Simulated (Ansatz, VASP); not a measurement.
Two plane-wave programs on Os

Contents of INCAR:

```
ALGO     = Normal         # electronic algorithm
EDIFF    = 1E-6           # SCF threshold, eV
ENCUT    = 520            # plane-wave cutoff, eV
GGA      = PS             # functional
ISIF     = 2              # what is computed and relaxed
ISMEAR   = -1             # smearing method
LASPH    = T              # aspherical terms in the spheres
LCHARG   = F              # write CHGCAR
LREAL    = F              # projectors in reciprocal space
LWAVE    = F              # write WAVECAR
NBANDS   = 10             # bands
NELM     = 80             # most SCF steps
PREC     = Accurate       # precision mode
SIGMA    = 0.05           # smearing width, eV
```

The input KPOINTS:

```
k-points
0
Gamma
  19 19 19
```

File POSCAR:

```
Os
1.0
   -1.3262227715      1.3262227715      1.3262227715
    1.3262227715     -1.3262227715      1.3262227715
    1.3262227715      1.3262227715     -1.3262227715
Os
1
Direct
    0.0000000000      0.0000000000      0.0000000000
```

Input for Ansatz:

```yaml
crystal:
  lattice:
    - [-1.3262227715, 1.3262227715, 1.3262227715]
    - [1.3262227715, -1.3262227715, 1.3262227715]
    - [1.3262227715, 1.3262227715, -1.3262227715]
  atoms:
    - { symbol: Os, position: [0.0, 0.0, 0.0] }
kpoints:
  mp_grid: { grid: [19, 19, 19] }
scf:
  occupations: { method: fermi_dirac, width: 0.05 }
hamiltonian:
  xc: pbesol
  pseudopotentials: { kind: paw }
output:
  forces: true
  stress: true
  eigenvalues: true
  populations: true
```

Change from the starting cell: volume scaled by 0.65, PAW files.

Alike in both runs: task single point; functional PBEsol; k mesh 19 × 19 × 19; occupations fermi-dirac, width 0.05 eV; no spin polarisation.

|  | VASP | Ansatz |
| --- | --- | --- |
| version | VASP 6.6.1 | Ansatz 0.2.0 |
| potentials or method | VASP PAW PBE potentials, release 64 (Os) | PAW with Ansatz's default frozen-core files, scalar-relativistic |
| plane-wave cutoff (eV) | 520 | 420 |
| valence electrons in the cell | 8 | 16 |

|  | VASP | Ansatz | Ansatz less VASP |
| --- | --- | --- | --- |
| pressure (GPa) | 465.3 | 439.7 | -25.52 |

VASP's potentials were made for PBE, not for PBEsol. Both programs put the cell under a high pressure, so it lies far from rest at this level. With one functional, cell and mesh, what is left measures potentials, basis and numerics. VASP's potentials hold 8 valence electrons a cell and Ansatz's 16, so a difference there can come from the potentials and not from the codes.

Spin-orbit coupling is off throughout. Noted on VASP's run: the cell as given lies far from equilibrium.
